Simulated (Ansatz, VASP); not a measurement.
One calculation of Cr3SbMo, two programs

INCAR

```
SYSTEM = Cr3SbMo
PREC = Accurate ; ENCUT = 600
EDIFF = 1E-6 ; ISMEAR = 0
SIGMA = 0.1 ; LREAL = .False.
LASPH = .True. ; NELM = 150
ALGO = Normal ; ISIF = 3
LWAVE = .False. ; LCHARG = .False.
ISPIN = 2 ; MAGMOM = 1.37 1.37 1.37 0 -0.22
LORBIT = 11 ; LMAXMIX = 4
GGA = PE ; IBRION = 2
NSW = 90 ; EDIFFG = -0.04
```

Contents of KPOINTS:

```
regular mesh
0
Gamma
  4 4 4
  0 0 0
```

POSCAR

```
Cr3SbMo
1.0
    4.1928928690      0.0000000000      0.0000000000
    0.0000000000      4.1928928690      0.0000000000
    0.0000000000      0.0000000000      4.1928928690
Cr Sb Mo
3 1 1
Direct
    0.0000000000      0.5000000000      0.5000000000
    0.5000000000      0.0000000000      0.5000000000
    0.5000000000      0.5000000000      0.0000000000
    0.0000000000      0.0000000000      0.0000000000
    0.5000000000      0.5000000000      0.5000000000
```

Input for Ansatz:

```yaml
crystal:
  lattice:
    - [4.192892869, 0.0, 0.0]
    - [0.0, 4.192892869, 0.0]
    - [0.0, 0.0, 4.192892869]
  atoms:
    - { symbol: Cr, position: [0.0, 0.5, 0.5], spin: 1.37 }
    - { symbol: Cr, position: [0.5, 0.0, 0.5], spin: 1.37 }
    - { symbol: Cr, position: [0.5, 0.5, 0.0], spin: 1.37 }
    - { symbol: Sb, position: [0.0, 0.0, 0.0] }
    - { symbol: Mo, position: [0.5, 0.5, 0.5], spin: -0.22 }
basis:
  ecutwfc: 420
kpoints:
  mp_grid: { grid: [4, 4, 4] }
hamiltonian:
  xc: pbe
scf:
  occupations: { method: gaussian, width: 0.1 }
  lower_state_search: "off"
output:
  forces: true
  stress: true
  eigenvalues: true
  populations: true
magnetization:
  spin_polarized: true
relax:
  adjacent_minimum: "off"
  f_tol: 0.04
  max_steps: 70
  cell: { stress_tol: 0.4 }
```

Alike in both runs: task relaxation of cell and atoms; functional PBE; k mesh 4 × 4 × 4; occupations gaussian, width 0.1 eV; collinear spin.

|  | VASP | Ansatz |
| --- | --- | --- |
| version | VASP 6.6.1 | Ansatz 0.2.0 |
| potentials or method | VASP PAW PBE potentials, release 64 (Cr_pv, Sb, Mo_sv), cutoff 600 eV | scalar-relativistic, plane waves, PAW |
| valence electrons in the cell | 55 | 71 |

Ansatz gave:

- gap on the k mesh at the Fermi level, each at its own relaxed structure (eV): none
- net moment per atom (μB): 1.67
- size of the moment on the site where the two differ most (μB): 0.92
- relaxed volume (Å³/atom): 20.76
- relaxed length of the cell vector where the two differ most in proportion (Å): 4.700

Question: Which values does VASP return?

Answer: gap on the k mesh at the Fermi level, each at its own relaxed structure (eV): none; net moment per atom (μB): 1.67; size of the moment on the site where the two differ most (μB): 1.30; relaxed volume (Å³/atom): 20.84; relaxed length of the cell vector where the two differ most in proportion (Å): 4.705.

Site moments also hang on the region over which each program counts them. A gap of «none» marks a metal or a gap that the smearing closes. VASP's potentials hold 55 valence electrons a cell and Ansatz's 71, so a difference there can come from the potentials and not from the codes.

The k mesh is coarse, so the values compare programs but aren't converged. Neither program's run includes spin-orbit coupling. Noted on VASP's run: the volume moved by over 15 % at a fixed basis, so the end points are rough.
